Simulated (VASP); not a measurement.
# Rh (Fm-3m) in VASP: a series of runs, part 3 of 3

VASP 6.6.1. Earlier steps stand in the parts before.

## (5) Single point, LDA (14.64 Å³/atom)

This run uses another cell than the first one, of 14.64 Å³/atom.

INCAR reads:

```
SYSTEM = Rh
ALGO = Normal
EDIFF = 1E-6
ENCUT = 520
ISIF = 2
ISMEAR = 0
LASPH = .True.
LCHARG = .False.
LREAL = .False.
LWAVE = .False.
NBANDS = 14
NELM = 100
PREC = Accurate
SIGMA = 0.15
```

KPOINTS reads:

```
k-points
0
Gamma
  22 22 22
  0 0 0
```

POSCAR reads:

```
Rh
1.0
    0.0000000000      1.9415147415      1.9415147415
    1.9415147415      0.0000000000      1.9415147415
    1.9415147415      1.9415147415      0.0000000000
Rh
1
Direct
    0.0000000000      0.0000000000      0.0000000000
```

Potentials or basis: VASP PAW LDA potentials, release 64 (Rh_pv).

Started as:

```sh
$ cat potpaw_LDA.64/Rh_pv/POTCAR > POTCAR
$ mpirun -np 1 vasp_std > vasp.out
```

OUTCAR:

```text
SYSTEM = Rh
   EDIFF = 1E-6
   ENCUT = 520
   ISIF = 2
   ISMEAR = 0
   LASPH = .True.
   LREAL = .False.
   NELM = 100
   PREC = Accurate

 ion  position               nearest neighbor table
   1  0.000  0.000  0.000-

  LATTYP: Found a face centered cubic cell.
 ALAT       =     3.8830294830

  Lattice vectors:

 A1 = (   0.0000000000,   1.9415147415,   1.9415147415)
 A2 = (   1.9415147415,   0.0000000000,   1.9415147415)
 A3 = (   1.9415147415,   1.9415147415,   0.0000000000)

Analysis of symmetry for initial positions (statically):
=====================================================================
 Subroutine PRICEL returns:
 Original cell was already a primitive cell.

 Routine SETGRP: Setting up the symmetry group for a
 face centered cubic supercell.

 Subroutine GETGRP returns: Found 48 space group operations
 (whereof 48 operations were pure point group operations)
 out of a pool of 48 trial point group operations.

The static configuration has the point symmetry O_h .

Analysis of symmetry for dynamics (positions and initial velocities):
=====================================================================
 Subroutine PRICEL returns:
 Original cell was already a primitive cell.

 Routine SETGRP: Setting up the symmetry group for a
 face centered cubic supercell.

 Subroutine GETGRP returns: Found 48 space group operations
 (whereof 48 operations were pure point group operations)
 out of a pool of 48 trial point group operations.

The dynamic configuration has the point symmetry O_h .

 Subroutine INISYM returns: Found 48 space group operations
 (whereof 48 operations are pure point group operations),
 and found     1 'primitive' translations

----------------------------------------------------------------------------------------

                                     Primitive cell

  volume of cell :      14.6370

  direct lattice vectors                    reciprocal lattice vectors
     0.000000000  1.941514742  1.941514742    -0.257530880  0.257530880  0.257530880
     1.941514742  0.000000000  1.941514742     0.257530880 -0.257530880  0.257530880
     1.941514742  1.941514742  0.000000000     0.257530880  0.257530880 -0.257530880

  length of vectors
     2.745716479  2.745716479  2.745716479     0.446056569  0.446056569  0.446056569

  position of ions in fractional coordinates (direct lattice)
     0.000000000  0.000000000  0.000000000

  ion indices of the primitive-cell ions
   primitive index   ion index
                 1           1

----------------------------------------------------------------------------------------

 KPOINTS: k-points

Automatic generation of k-mesh.
 Grid dimensions read from file:
 generate k-points for:   22   22   22

 Generating k-lattice:

  Cartesian coordinates                     Fractional coordinates (reciprocal lattice)
    -0.011705949  0.011705949  0.011705949     0.045454545  0.000000000  0.000000000
     0.011705949 -0.011705949  0.011705949     0.000000000  0.045454545  0.000000000
     0.011705949  0.011705949 -0.011705949     0.000000000  0.000000000  0.045454545

  Length of vectors
     0.020275299  0.020275299  0.020275299

  Shift w.r.t. Gamma in fractional coordinates (k-lattice)
     0.000000000  0.000000000  0.000000000

 Subroutine IBZKPT returns following result:
 ===========================================

 Found    328 irreducible k-points:

 Following reciprocal coordinates:
            Coordinates               Weight
  0.000000  0.000000  0.000000      1.000000
  0.045455  0.000000  0.000000      8.000000
  0.090909  0.000000  0.000000      8.000000
  0.136364  0.000000  0.000000      8.000000
  0.181818  0.000000  0.000000      8.000000
  0.227273  0.000000  0.000000      8.000000
[... 16 lines left out ...]
  0.500000  0.045455  0.000000     24.000000
 -0.454545  0.045455  0.000000     24.000000
 [... further k-points ...]
   k-points           NKPTS =    328   k-points in BZ     NKDIM =    328   number of bands    NBANDS=     14
   number of dos      NEDOS =    301   number of ions     NIONS =      1
   total plane-waves  NPLWV =   8000
   dimension x,y,z NGX =    20 NGY =   20 NGZ =   20
   dimension x,y,z NGXF=    40 NGYF=   40 NGZF=   40
   ions per type =               1
   NGX,Y,Z   is equivalent  to a cutoff of  12.11, 12.11, 12.11 a.u.
   NGXF,Y,Z  is equivalent  to a cutoff of  24.22, 24.22, 24.22 a.u.
 SYSTEM =  Rh
   PREC   = accura    normal or accurate (medium, high low for compatibility)
   ISTART =      0    job   : 0-new  1-cont  2-samecut
   ICHARG =      2    charge: 1-file 2-atom 10-const
   ISPIN  =      1    spin polarized calculation?
   LNONCOLLINEAR =      F non collinear calculations
   LSORBIT =      F    spin-orbit coupling
   LASPH  =      T    aspherical Exc in radial PAW
   ENCUT  =  520.0 eV  38.22 Ry    6.18 a.u.   5.11  5.11  5.11*2*pi/ulx,y,z
   NELM   =    100;   NELMIN=  2; NELMDL= -5     # of ELM steps
   EDIFF  = 0.1E-05   stopping-criterion for ELM
   LREAL  =      F    real-space projection
   EDIFFG = 0.1E-04   stopping-criterion for IOM
   NSW    =      0    number of steps for IOM
   IBRION =     -1    ionic relax: 0-MD 1-quasi-New 2-CG
   NFREE  =      0    steps in history (QN), initial steepest desc. (CG)
   ISIF   =      2    stress and relaxation
   ISYM   =      2    0-nonsym 1-usesym 2-fastsym
   POTIM  = 0.5000    time-step for ionic-motion
   TEBEG  =    0.0;   TEEND  =   0.0 temperature during run
   PSTRESS=    0.0 pullay stress
   NELECT =      15.0000    total number of electrons
   NUPDOWN=      -1.0000    fix difference up-down
   EMIN   =  10.00;   EMAX   =-10.00  energy-range for DOS
   EFERMI =   0.00;   METHOD = LEGACY
   ISMEAR =     0;   SIGMA  =   0.15  broadening in eV -4-tet -1-fermi 0-gaus
   EFERMI_NEDOS =   21; number of points for ismear=-14 and -15
   IALGO  =     38    algorithm
   IMIX   =      4    mixing-type and parameters
     AMIX     =   0.40;   BMIX     =  1.00
     AMIX_MAG =   1.60;   BMIX_MAG =  1.00
  volume/ion in A,a.u.               =      14.64        98.78
  Fermi-wavevector in a.u.,A,eV,Ry     =   1.650522  3.119034 37.065287  2.724222
  Thomas-Fermi vector in A             =   2.739457
   LORBIT       =      0    0 simple, 1 ext, 2 COOP (PROOUT), +10 PAW based schemes
   GGA     = CA    functional components
   LHFCALC =     F    Hartree Fock is set to
   AEXX    =    0.0000 exact exchange contribution
   IVDW    =     0    specifies the selected vdW correction
   LEPSILON=     F    determine dielectric tensor
   LRPA    =     F    only Hartree local field effects (RPA)
 non-spin polarized calculation
 Gauss-broadening in eV      SIGMA  =   0.15
  energy-cutoff  :      520.00
  volume of cell :       14.64
 maximum number of plane-waves:       411
   NGX = 11   NGY = 11   NGZ = 11

 number of electron      14.9999992 magnetization

 Free energy of the ion-electron system (eV)
  ---------------------------------------------------
  ext. energy  EPLUGINS =         0.00000000
  ---------------------------------------------------
  free energy    TOTEN  =        -8.57745832 eV

  energy without entropy =       -8.56085072  energy(sigma->0) =       -8.56915452

 E-fermi :  10.5786     XC(G=0): -13.9570

 val. band max:       10.5785905494   @ k =   0.3636   0.0000   0.0000
 cond. band min:      10.5796718625   @ k =  -0.2727   0.3636   0.0909
 fundamental gap:      0.0010813130
 Fermi energy:        10.5786426357

 k-point     1 :       0.0000    0.0000    0.0000
  band No.  band energies     occupation
      1     -35.4769      2.00000
      2     -35.4769      2.00000
      3     -35.4769      2.00000
      4       3.0106      2.00000
      5       7.7597      2.00000
      6       7.7597      2.00000
      7       7.7597      2.00000
      8       9.6863      2.00000
      9       9.6863      2.00000
     10      26.5672      0.00000
     11      31.0992      0.00000
     12      31.6166      0.00000
     13      31.6166      0.00000
     14      31.6166      0.00000
[... 375 lines left out ...]
 k-point    24 :      -0.4545    0.0455    0.0000
  band No.  band energies     occupation
      1     -36.0669      2.00000
      2     -35.5701      2.00000
      3     -35.5609      2.00000
      4       4.9841      2.00000
      5       7.6715      2.00000
      6       7.7611      2.00000
      7      10.3745      1.94569
      8      11.0153      0.00004
      9      12.0019      0.00000
     10      18.7235      0.00000
     11      26.1844      0.00000
     12      30.7984      0.00000
     13      31.1021      0.00000
     14      31.2556      0.00000

 [... further k-points ...]

------------------------ aborting loop because EDIFF is reached ----------------------------------------

  FORCE on cell =-STRESS in cart. coord.  units (eV):
  Direction    XX          YY          ZZ          XY          YZ          ZX
  --------------------------------------------------------------------------------------
  -------------------------------------------------------------------------------------
  Total       -2.2062415     -2.2062415     -2.2062415      0.0000000     -0.0000000      0.0000000
  in kB     -241.4968957   -241.4968957   -241.4968957      0.0000000     -0.0000000      0.0000000
  external PRESSURE =    -241.4968957 kB  Pullay stress =       0.0000000 kB

 VOLUME and BASIS-vectors are now :
 -----------------------------------------------------------------------------
  energy-cutoff  :      520.00
  volume of cell :       14.64
      direct lattice vectors                 reciprocal lattice vectors
     0.000000000  1.941514742  1.941514742    -0.257530880  0.257530880  0.257530880
     1.941514742  0.000000000  1.941514742     0.257530880 -0.257530880  0.257530880
     1.941514742  1.941514742  0.000000000     0.257530880  0.257530880 -0.257530880

 POSITION                                       TOTAL-FORCE (eV/Angst)
 -----------------------------------------------------------------------------------
      0.00000      0.00000      0.00000         0.000000      0.000000      0.000000
 -----------------------------------------------------------------------------------
    total drift:                                0.000000     -0.000000      0.000000

  FREE ENERGIE OF THE ION-ELECTRON SYSTEM (eV)
  ---------------------------------------------------
  free  energy   TOTEN  =        -8.5774583231 eV

  energy  without entropy=       -8.5608507176  energy(sigma->0) =       -8.56915452
```

OSZICAR:

```text
N       E                     dE             d eps       ncg     rms          rms(c)
DAV:   1     0.119711835835E+03    0.11971E+03   -0.87556E+03  9218   0.114E+03
DAV:   2    -0.756535130696E+01   -0.12728E+03   -0.12144E+03 10066   0.338E+02
DAV:   3    -0.915709535412E+01   -0.15917E+01   -0.15891E+01 11002   0.418E+01
DAV:   4    -0.916342283533E+01   -0.63275E-02   -0.63268E-02 10660   0.271E+00
DAV:   5    -0.916348187660E+01   -0.59041E-04   -0.59041E-04 11044   0.233E-01    0.908E+00
DAV:   6    -0.859608186986E+01    0.56740E+00   -0.10306E+00  9856   0.137E+01    0.277E+00
DAV:   7    -0.858227252276E+01    0.13809E-01   -0.18279E-02 10300   0.125E+00    0.143E+00
DAV:   8    -0.857750589382E+01    0.47666E-02   -0.35890E-03 10360   0.823E-01    0.813E-02
DAV:   9    -0.857745301951E+01    0.52874E-04   -0.10532E-04 10066   0.141E-01    0.267E-02
DAV:  10    -0.857745836414E+01   -0.53446E-05   -0.30576E-06 10218   0.202E-02    0.200E-03
DAV:  11    -0.857745832307E+01    0.41071E-07   -0.12317E-07  4976   0.461E-03
   1 F= -.85774583E+01 E0= -.85691545E+01  d E =-.166076E-01
```

Run time: 25 s. Hardware: 1 thread of Intel Xeon Platinum 8559C (Emerald Rapids), shared host; peak memory 0.17 GiB.

Results:

```
Free energy            : -8.5775 eV
Pressure               : -24.1 GPa
Band gap on the k mesh : zero (an odd number of electrons rules out a gap without spin polarisation)
```

Caveat: the cell stands under tension.

## (6) Overview

| cell | gap on the mesh (eV) | pressure (GPa) |
| --- | --- | --- |
| a = 2.606 Å, angles 60.0°, 1 atom | none | 21.1 |
| a = 2.655 Å, angles 60.0°, 1 atom | none | 0.9 |
| a = 2.701 Å, angles 60.0°, 1 atom | none | -13.7 |
| a = 2.746 Å, angles 60.0°, 1 atom | none | -24.1 |

Alike in all rows: task single point; level LDA; potentials or basis VASP PAW LDA potentials, release 64 (Rh_pv); no spin polarisation; k mesh 22 × 22 × 22; cutoff (eV) 520; smearing gaussian 0.15 eV.

Caveats: the cell stands under tension (at least some runs); the cell stands under pressure (at least some runs).

Absolute energies hang on the potentials; compare differences alone.
